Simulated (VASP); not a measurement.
A run of VASP 6.6.1 is set up as follows.

INCAR

```
PREC = Accurate ; ENCUT = 600
EDIFF = 1E-6 ; ISMEAR = 0
SIGMA = 0.1 ; LREAL = False
LASPH = True ; NELM = 200
ALGO = Normal ; ISIF = 2
LWAVE = False ; LCHARG = False
GGA = PE ; NBANDS = 18
GGA_COMPAT = False ; LMAXMIX = 6
```

Contents of KPOINTS:

```
Automatic mesh
0
Gamma
  12 12 16
```

Contents of POSCAR:

```
DyO2
1.0
    3.6692381254      0.0000000000      0.0000000000
   -1.8346190627      3.1776534291      0.0000000000
    0.0000000000      0.0000000000      2.9801069117
Dy O
1 2
Direct
    0.0000000000      0.0000000000      0.0000000000
    0.3333333333      0.6666666667      0.5000000000
    0.6666666667      0.3333333333      0.5000000000
```

Potentials or basis: VASP PAW PBE potentials, release 64 (Dy_3, O), 4f in core.

Launch:

```sh
$ cat potpaw_PBE.64/Dy_3/POTCAR potpaw_PBE.64/O/POTCAR > POTCAR
$ mpirun -np 1 vasp_std > vasp.out
```

(1) Predict the pressure.

(2) What does it give for the band gap on the k mesh?

Answers

(1) -0.5 GPa.

(2) zero (an odd number of electrons rules out a gap without spin polarisation).

Caveat: spin-orbit coupling is left out, which moves the levels of the heavy elements; the 4f electrons are frozen in the core, so they carry no moment and show no levels; an odd number of electrons without spin polarisation forces a metal; a magnetic or distorted state may lie lower; the run has no spin polarisation, though such a crystal can be magnetic.
